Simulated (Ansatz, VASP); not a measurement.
## SiGe in VASP and in Ansatz

```
Si Ge
1.0
     3.93711    0.00000    0.00000
    -1.96856    3.40964    0.00000
     0.00000    0.00000    6.50649
Si Ge
2 2
Direct
  0.66667 0.33333 0.87450
  0.33333 0.66667 0.37450
  0.66667 0.33333 0.47704
  0.33333 0.66667 0.97704
```

Alike in both runs: task single point; functional LDA; k mesh 12 × 12 × 6; occupations gaussian, width 0.03 eV; no spin polarisation.

|  | VASP | Ansatz |
| --- | --- | --- |
| version | VASP 6.6.1 | Ansatz 0.2.0 |
| potentials or method | VASP PAW LDA potentials, release 64 (Si, Ge_d), cutoff 520 eV | scalar-relativistic, plane waves, PAW |
| valence electrons in the cell | 36 | 36 |

VASP gave:

* gap on the k mesh at the Fermi level (eV): none
* pressure (GPa): -3.1
* traceless stress, the component that is largest in VASP (GPa): -3.83
* rms of the force components (eV/Å): 0.749

Task: Which values does Ansatz return?

Result: gap on the k mesh at the Fermi level (eV): none; pressure (GPa): -3.2; traceless stress, the component that is largest in VASP (GPa): -3.80; rms of the force components (eV/Å): 0.747.

Ansatz warns that its potentials were made for another functional, while VASP's fit it. LDA's correlation is that of Perdew and Zunger in VASP and of Perdew and Wang (1992) in Ansatz. Atom by atom the forces differ by 0.001 eV/Å (rms over components). A gap of «none» marks a metal or a gap that the smearing closes.
